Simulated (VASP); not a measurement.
# ZnO (P6_3mc) in VASP: settings compared

Aim: see how the results for ZnO move with the level of theory and the settings. Levels: PBE, RPBE+D3(BJ), LDA, revPBE+D4. Tasks: single point.

Program: VASP 6.6.1. These are calculated values, not measurements. Logs are shortened: lines on timing, memory, paths and dates and some standing lists are left out, and cuts for length are marked.

### 1 The cell of the first run

Symmetry: P6_3mc, No. 186, hexagonal system. The conventional cell has a = 3.249 Å, b = 3.249 Å, c = 5.206 Å, α = 90.00°, β = 90.00°, γ = 120.00°. Within 2.6 Å of Zn (site symmetry 3m) lie 4 O at 1.97 to 1.98 Å. O (site symmetry 3m) has 4 Zn at 1.97 to 1.98 Å within 2.6 Å.

### 2 Single point, PBE

Input file INCAR:

```
PREC = Accurate
ENCUT = 1340
EDIFF = 1E-6
ISMEAR = 0
SIGMA = 0.013000000000000001
LREAL = False
LASPH = True
NELM = 120
ALGO = Normal
ISIF = 2
LWAVE = False
LCHARG = False
GGA = PE
NBANDS = 26
GGA_COMPAT = False
```

Input file KPOINTS:

```
Automatic mesh
0
Gamma
  9 9 5
```

Input file POSCAR:

```
ZnO
1.0
    3.2493080000      0.0000000000      0.0000000000
   -1.6246540000      2.8139832727      0.0000000000
    0.0000000000      0.0000000000      5.2057090000
Zn O
2 2
Direct
    0.6666666667      0.3333333333      0.0000000000
    0.3333333333      0.6666666667      0.5000000000
    0.3333333333      0.6666666667      0.8790100000
    0.6666666667      0.3333333333      0.3790100000
```

Potentials or basis: VASP PAW PBE potentials, release 64 (Zn, O_h).

Launch:

```console
$ cat potpaw_PBE.64/Zn/POTCAR potpaw_PBE.64/O_h/POTCAR > POTCAR
$ mpirun -np 1 vasp_std > vasp.out
```

OUTCAR:

```text
PREC = Accurate
   ENCUT = 1340
   EDIFF = 1E-6
   ISMEAR = 0
   LREAL = False
   LASPH = True
   NELM = 120
   ISIF = 2
   GGA = PE

 ion  position               nearest neighbor table
   1  0.667  0.333  0.000-   4 1.97   3 1.98   3 1.98   3 1.98
   2  0.333  0.667  0.500-   3 1.97   4 1.98   4 1.98   4 1.98
   3  0.333  0.667  0.879-   2 1.97   1 1.98   1 1.98   1 1.98
   4  0.667  0.333  0.379-   1 1.97   2 1.98   2 1.98   2 1.98

  LATTYP: Found a hexagonal cell.
 ALAT       =     3.2493080000
 C/A-ratio  =     1.6020977390

  Lattice vectors:

 A1 = (   3.2493080000,   0.0000000000,   0.0000000000)
 A2 = (  -1.6246540000,   2.8139832727,   0.0000000000)
 A3 = (   0.0000000000,   0.0000000000,   5.2057090000)

Analysis of symmetry for initial positions (statically):
=====================================================================
 Subroutine PRICEL returns:
 Original cell was already a primitive cell.

 Routine SETGRP: Setting up the symmetry group for a
 hexagonal supercell.

 Subroutine GETGRP returns: Found 12 space group operations
 (whereof  6 operations were pure point group operations)
 out of a pool of 24 trial point group operations.

The static configuration has the point symmetry C_3v.
 The point group associated with its full space group is C_6v.

Analysis of symmetry for dynamics (positions and initial velocities):
=====================================================================
 Subroutine PRICEL returns:
 Original cell was already a primitive cell.

 Routine SETGRP: Setting up the symmetry group for a
 hexagonal supercell.

 Subroutine GETGRP returns: Found 12 space group operations
 (whereof  6 operations were pure point group operations)
 out of a pool of 24 trial point group operations.

The dynamic configuration has the point symmetry C_3v.
 The point group associated with its full space group is C_6v.

 Subroutine INISYM returns: Found 12 space group operations
 (whereof  6 operations are pure point group operations),
 and found     1 'primitive' translations

----------------------------------------------------------------------------------------

                                     Primitive cell

  volume of cell :      47.5984

  direct lattice vectors                    reciprocal lattice vectors
     3.249308000  0.000000000  0.000000000     0.307757836  0.177684070  0.000000000
    -1.624654000  2.813983273  0.000000000     0.000000000  0.355368139  0.000000000
     0.000000000  0.000000000  5.205709000     0.000000000  0.000000000  0.192096792

  length of vectors
     3.249308000  3.249308000  5.205709000     0.355368139  0.355368139  0.192096792

  position of ions in fractional coordinates (direct lattice)
     0.666666667  0.333333333  0.000000000
     0.333333333  0.666666667  0.500000000
     0.333333333  0.666666667  0.879010000
     0.666666667  0.333333333  0.379010000

  ion indices of the primitive-cell ions
   primitive index   ion index
                 1           1
                 2           2
                 3           3
                 4           4

----------------------------------------------------------------------------------------

 KPOINTS: Automatic mesh

Automatic generation of k-mesh.
 Grid dimensions read from file:
 generate k-points for:    9    9    5

 Generating k-lattice:

  Cartesian coordinates                     Fractional coordinates (reciprocal lattice)
     0.034195315  0.019742674  0.000000000     0.111111111  0.000000000  0.000000000
     0.000000000  0.039485349  0.000000000     0.000000000  0.111111111  0.000000000
     0.000000000  0.000000000  0.038419358     0.000000000  0.000000000  0.200000000

  Length of vectors
     0.039485349  0.039485349  0.038419358

  Shift w.r.t. Gamma in fractional coordinates (k-lattice)
     0.000000000  0.000000000  0.000000000

 Subroutine IBZKPT returns following result:
 ===========================================

 Found     36 irreducible k-points:

 Following reciprocal coordinates:
            Coordinates               Weight
  0.000000  0.000000  0.000000      1.000000
  0.111111  0.000000  0.000000      6.000000
  0.222222  0.000000  0.000000      6.000000
  0.333333  0.000000  0.000000      6.000000
  0.444444  0.000000  0.000000      6.000000
  0.111111  0.111111  0.000000      6.000000
[... 16 lines left out ...]
  0.333333  0.222222  0.200000     24.000000
  0.333333  0.333333  0.200000      4.000000
 [... further k-points ...]
   k-points           NKPTS =     36   k-points in BZ     NKDIM =     36   number of bands    NBANDS=     26
   number of dos      NEDOS =    301   number of ions     NIONS =      4
   total plane-waves  NPLWV = 102400
   dimension x,y,z NGX =    40 NGY =   40 NGZ =   64
   dimension x,y,z NGXF=    80 NGYF=   80 NGZF=  128
   ions per type =               2   2
   NGX,Y,Z   is equivalent  to a cutoff of  20.47, 20.47, 20.44 a.u.
   NGXF,Y,Z  is equivalent  to a cutoff of  40.93, 40.93, 40.88 a.u.
 SYSTEM =  unknown system
   PREC   = accura    normal or accurate (medium, high low for compatibility)
   ISTART =      0    job   : 0-new  1-cont  2-samecut
   ICHARG =      2    charge: 1-file 2-atom 10-const
   ISPIN  =      1    spin polarized calculation?
   LNONCOLLINEAR =      F non collinear calculations
   LSORBIT =      F    spin-orbit coupling
   LASPH  =      T    aspherical Exc in radial PAW
   ENCUT  = 1340.0 eV  98.49 Ry    9.92 a.u.   9.70  9.70 15.54*2*pi/ulx,y,z
   NELM   =    120;   NELMIN=  2; NELMDL= -5     # of ELM steps
   EDIFF  = 0.1E-05   stopping-criterion for ELM
   LREAL  =      F    real-space projection
[... 7 lines left out ...]
   TEBEG  =    0.0;   TEEND  =   0.0 temperature during run
   PSTRESS=    0.0 pullay stress
   NELECT =      36.0000    total number of electrons
   NUPDOWN=      -1.0000    fix difference up-down
   EMIN   =  10.00;   EMAX   =-10.00  energy-range for DOS
   EFERMI =   0.00;   METHOD = LEGACY
   ISMEAR =     0;   SIGMA  =   0.01  broadening in eV -4-tet -1-fermi 0-gaus
   EFERMI_NEDOS =   21; number of points for ismear=-14 and -15
   IALGO  =     38    algorithm
   IMIX   =      4    mixing-type and parameters
     AMIX     =   0.40;   BMIX     =  1.00
     AMIX_MAG =   1.60;   BMIX_MAG =  1.00
  volume/ion in A,a.u.               =      11.90        80.30
  Fermi-wavevector in a.u.,A,eV,Ry     =   1.491574  2.818667 30.270160  2.224794
  Thomas-Fermi vector in A             =   2.604212
   LORBIT       =      0    0 simple, 1 ext, 2 COOP (PROOUT), +10 PAW based schemes
   GGA     = PE    functional components
   LHFCALC =     F    Hartree Fock is set to
   AEXX    =    0.0000 exact exchange contribution
   IVDW    =     0    specifies the selected vdW correction
   LEPSILON=     F    determine dielectric tensor
   LRPA    =     F    only Hartree local field effects (RPA)
 non-spin polarized calculation
 Gauss-broadening in eV      SIGMA  =   0.01
  energy-cutoff  :     1340.00
  volume of cell :       47.60
 maximum number of plane-waves:      5335
 NGX is ok and might be reduce to    40
   NGX = 19   NGY = 19   NGZ = 31

 number of electron      36.0000001 magnetization

 Free energy of the ion-electron system (eV)
  ---------------------------------------------------
  ext. energy  EPLUGINS =         0.00000000
  ---------------------------------------------------
  free energy    TOTEN  =       -17.83716429 eV

  energy without entropy =      -17.83716429  energy(sigma->0) =      -17.83716429

 E-fermi :   1.6163     XC(G=0): -10.9144

 val. band max:        1.5214896740   @ k =   0.0000   0.0000   0.0000
 cond. band min:       2.3138217276   @ k =   0.0000   0.0000   0.0000
 fundamental gap:      0.7923320535
 Fermi energy:         1.6162899047

 k-point     1 :       0.0000    0.0000    0.0000
  band No.  band energies     occupation
      1     -16.5644      2.00000
      2     -15.8333      2.00000
      3      -4.1652      2.00000
      4      -4.1652      2.00000
      5      -4.1257      2.00000
      6      -4.1041      2.00000
[... 18 lines left out ...]
     25      15.6521      0.00000
     26      15.6521      0.00000

 k-point     2 :       0.1111    0.0000    0.0000
  band No.  band energies     occupation
      1     -16.4973      2.00000
      2     -15.8043      2.00000
      3      -4.2435      2.00000
      4      -4.1268      2.00000
      5      -4.0846      2.00000
      6      -4.0223      2.00000
[... 18 lines left out ...]
     25      15.7946      0.00000
     26      15.7979      0.00000

 k-point     3 :       0.2222    0.0000    0.0000
  band No.  band energies     occupation
      1     -16.3183      2.00000
      2     -15.7352      2.00000
      3      -4.3920      2.00000
      4      -4.0690      2.00000
      5      -4.0371      2.00000
      6      -3.9357      2.00000
[... 18 lines left out ...]
     25      15.0446      0.00000
     26      15.7676      0.00000

 k-point     4 :       0.3333    0.0000    0.0000
  band No.  band energies     occupation
      1     -16.0907      2.00000
      2     -15.6716      2.00000
      3      -4.4731      2.00000
      4      -4.1165      2.00000
      5      -3.9560      2.00000
      6      -3.7646      2.00000
[... 18 lines left out ...]
     25      14.9163      0.00000
     26      15.5946      0.00000

 k-point     5 :       0.4444    0.0000    0.0000
  band No.  band energies     occupation
      1     -15.9115      2.00000
      2     -15.6553      2.00000
      3      -4.4235      2.00000
      4      -4.1795      2.00000
      5      -3.9184      2.00000
      6      -3.5852      2.00000
[... 18 lines left out ...]
     25      14.7429      0.00000
     26      15.7147      0.00000

 k-point     6 :       0.1111    0.1111    0.0000
  band No.  band energies     occupation
      1     -16.3742      2.00000
      2     -15.7552      2.00000
      3      -4.3213      2.00000
      4      -4.1296      2.00000
      5      -4.0260      2.00000
      6      -3.9800      2.00000
[... 427 lines left out ...]
 k-point    21 :       0.4444    0.1111    0.2000
  band No.  band energies     occupation
      1     -15.8351      2.00000
      2     -15.6743      2.00000
      3      -4.4062      2.00000
      4      -4.2376      2.00000
      5      -3.9093      2.00000
      6      -3.6286      2.00000
[... 18 lines left out ...]
     25      14.4895      0.00000
     26      15.4788      0.00000

 k-point    22 :       0.2222    0.2222    0.2000
  band No.  band energies     occupation
      1     -15.9469      2.00000
      2     -15.6824      2.00000
      3      -4.3291      2.00000
      4      -4.2456      2.00000
      5      -3.8750      2.00000
      6      -3.8439      2.00000
[... 18 lines left out ...]
     25      13.5859      0.00000
     26      16.8231      0.00000

 k-point    23 :       0.3333    0.2222    0.2000
  band No.  band energies     occupation
      1     -15.8042      2.00000
      2     -15.6739      2.00000
      3      -4.2606      2.00000
      4      -4.0885      2.00000
      5      -3.9172      2.00000
      6      -3.7077      2.00000
[... 18 lines left out ...]
     25      14.3908      0.00000
     26      15.8701      0.00000

 k-point    24 :       0.3333    0.3333    0.2000
  band No.  band energies     occupation
      1     -15.7133      2.00000
      2     -15.7133      2.00000
      3      -4.1723      2.00000
      4      -3.9649      2.00000
      5      -3.9649      2.00000
      6      -3.5992      2.00000
[... 18 lines left out ...]
     25      15.0749      0.00000
     26      16.1102      0.00000

 [... further k-points ...]

------------------------ aborting loop because EDIFF is reached ----------------------------------------

  FORCE on cell =-STRESS in cart. coord.  units (eV):
  Direction    XX          YY          ZZ          XY          YZ          ZX
  --------------------------------------------------------------------------------------
  -------------------------------------------------------------------------------------
  Total        1.5578210      1.5578210      2.0754914      0.0000000      0.0000000      0.0000000
  in kB       52.4367597     52.4367597     69.8617157      0.0000000      0.0000000      0.0000000
  external PRESSURE =      58.2450784 kB  Pullay stress =       0.0000000 kB

 VOLUME and BASIS-vectors are now :
 -----------------------------------------------------------------------------
  energy-cutoff  :     1340.00
  volume of cell :       47.60
      direct lattice vectors                 reciprocal lattice vectors
     3.249308000  0.000000000  0.000000000     0.307757836  0.177684070  0.000000000
    -1.624654000  2.813983273  0.000000000     0.000000000  0.355368139  0.000000000
     0.000000000  0.000000000  5.205709000     0.000000000  0.000000000  0.192096792

 POSITION                                       TOTAL-FORCE (eV/Angst)
 -----------------------------------------------------------------------------------
      1.62465      0.93799      0.00000         0.000000     -0.000000     -0.073507
     -0.00000      1.87599      2.60285         0.000000      0.000000     -0.073507
     -0.00000      1.87599      4.57587        -0.000000     -0.000000      0.073507
      1.62465      0.93799      1.97302        -0.000000      0.000000      0.073507
 -----------------------------------------------------------------------------------
    total drift:                                0.000000     -0.000000     -0.000049

  FREE ENERGIE OF THE ION-ELECTRON SYSTEM (eV)
  ---------------------------------------------------
  free  energy   TOTEN  =       -17.8371642910 eV

  energy  without entropy=      -17.8371642910  energy(sigma->0) =      -17.83716429
```

Run time: 1.8 min. Hardware: 1 thread of Intel Xeon Platinum 8488C (Sapphire Rapids), shared host; peak memory 0.39 GiB.

What came out:

- Free energy: -17.8372 eV
- Pressure: 5.8 GPa
- Largest force: 0.074 eV/Å
- Band gap on the k mesh: 0.79 eV

Forces in eV/Å, atoms in the order of the input:
```
Zn   0.000  0.000 -0.074
Zn   0.000  0.000 -0.074
O    0.000  0.000  0.074
O    0.000  0.000  0.074
```

Caveat: the cell stands under pressure; semilocal functionals underestimate gaps, and a narrow one can read as zero. Expect the measured gap to be larger: semilocal functionals such as PBE lack the derivative discontinuity.

### 3 Single point, RPBE+D3(BJ)

This run uses another cell than the first one, of 11.42 Å³/atom.

Input file INCAR:

```
SYSTEM = ZnO
PREC = Accurate
ENCUT = 1340
EDIFF = 1E-6
ISMEAR = -1
SIGMA = 0.05
LREAL = .False.
LASPH = .True.
NELM = 120
ALGO = Normal
ISIF = 2
LWAVE = .False.
LCHARG = .True.
GGA = RP
IVDW = 12
LELF = .True.
LVHAR = .True.
NBANDS = 26
GGA_COMPAT = .False.
```

Input file KPOINTS:

```
regular mesh
0
Gamma
  9 9 5
  0 0 0
```

Input file POSCAR:

```
ZnO
1.0
    3.2053930491      0.0000000000      0.0000000000
   -1.6026965246      2.7759518096      0.0000000000
    0.0000000000      0.0000000000      5.1353529565
Zn O
2 2
Direct
    0.6666666667      0.3333333333      0.0000000000
    0.3333333333      0.6666666667      0.5000000000
    0.3333333333      0.6666666667      0.8790100000
    0.6666666667      0.3333333333      0.3790100000
```

Potentials or basis: VASP PAW PBE potentials, release 64 (Zn, O_h).

Launch:

```console
$ cat potpaw_PBE.64/Zn/POTCAR potpaw_PBE.64/O_h/POTCAR > POTCAR
$ mpirun -np 1 vasp_std > vasp.out
```

Wall time 2.6 min (1 thread of Intel Xeon Platinum 8259CL at 2.50GHz (Skylake/Cascade Lake), shared host); peak memory 0.4 GiB.

Results (log left out):

```
Free energy                : -19.6424 eV
Pressure                   : 1.2 GPa
Largest force              : 0.108 eV/Å
Band gap on the k mesh     : 0.94 eV
Dispersion energy per atom : -0.884 eV
```

Forces in eV/Å, atoms in the order of the input:
```
Zn   0.000  0.000 -0.108
Zn   0.000  0.000 -0.108
O    0.000  0.000  0.108
O    0.000  0.000  0.108
```

Stress tensor (GPa, compression positive):
```
0.63 0.00 0.00
0.00 0.63 0.00
0.00 0.00 2.22
```

Levels at points of the mesh, in eV from the valence-band top:
| k point | band 14 | band 15 | band 16 | band 17 | band 18 | band 19 | band 20 | band 21 | band 22 | band 23 |
| --- | --- | --- | --- | --- | --- | --- | --- | --- | --- | --- |
| (0.00, 0.00, 0.00) | -0.86 | -0.86 | -0.08 | 0.00 | 0.00 | 0.94 | 5.46 | 8.51 | 13.16 | 13.16 |

Caveat: the PAW data sets were made with another functional, which shifts forces and pressure a little.

### 4 Single point, LDA

Input file INCAR:

```
ALGO     = Normal         # electronic algorithm
EDIFF    = 1E-6           # SCF threshold, eV
ENCUT    = 1340           # plane-wave cutoff, eV
GGA      = CA             # functional
GGA_COMPAT= F            
ISIF     = 2              # what is computed and relaxed
ISMEAR   = -1             # smearing method
LASPH    = T              # aspherical terms in the spheres
LCHARG   = F              # write CHGCAR
LREAL    = F              # projectors in reciprocal space
LWAVE    = F              # write WAVECAR
NBANDS   = 26             # bands
NELM     = 120            # most SCF steps
PREC     = Accurate       # precision mode
SIGMA    = 0.05           # smearing width, eV
```

Input file KPOINTS:

```
k-points
0
Gamma
  7 7 4
```

Input file POSCAR:

```
ZnO
1.0
    3.2493080000      0.0000000000      0.0000000000
   -1.6246540000      2.8139832727      0.0000000000
    0.0000000000      0.0000000000      5.2057090000
Zn O
2 2
Direct
    0.6666666667      0.3333333333      0.0000000000
    0.3333333333      0.6666666667      0.5000000000
    0.3333333333      0.6666666667      0.8790100000
    0.6666666667      0.3333333333      0.3790100000
```

Potentials or basis: VASP PAW LDA potentials, release 64 (Zn, O_h).

Launch:

```console
$ cat potpaw_LDA.64/Zn/POTCAR potpaw_LDA.64/O_h/POTCAR > POTCAR
$ mpirun -np 1 vasp_std > vasp.out
```

Run time: 61 s. Hardware: 1 thread of AMD EPYC 9R45 (Zen 5), shared host; peak memory 0.27 GiB.

It converged, with:

```
Free energy            : -21.1373 eV
Pressure               : -6.2 GPa
Largest force          : 0.055 eV/Å
Band gap on the k mesh : 0.74 eV
```

Forces in eV/Å, atoms in the order of the input:
```
Zn   0.000  0.000 -0.055
Zn   0.000  0.000 -0.055
O    0.000  0.000  0.055
O    0.000  0.000  0.055
```

Stress tensor (GPa, compression positive):
```
-6.80  0.00  0.00
 0.00 -6.80  0.00
 0.00  0.00 -5.02
```

Levels at points of the mesh, in eV from the valence-band top:
```tsv
k point	band 15	band 16	band 17	band 18	band 19	band 20	band 21	band 22
(0.00, 0.00, 0.00)	-0.82	-0.07	0.00	0.00	0.74	5.09	8.13	12.65
(0.00, 0.00, 0.50)	-0.41	-0.41	-0.41	-0.41	3.39	3.39	9.93	9.93
```

Caveat: the cell stands under tension; semilocal functionals underestimate gaps, and a narrow one can read as zero. As with any semilocal functional, this LDA gap is likely too small.

(Continued in part 2 of 2.)
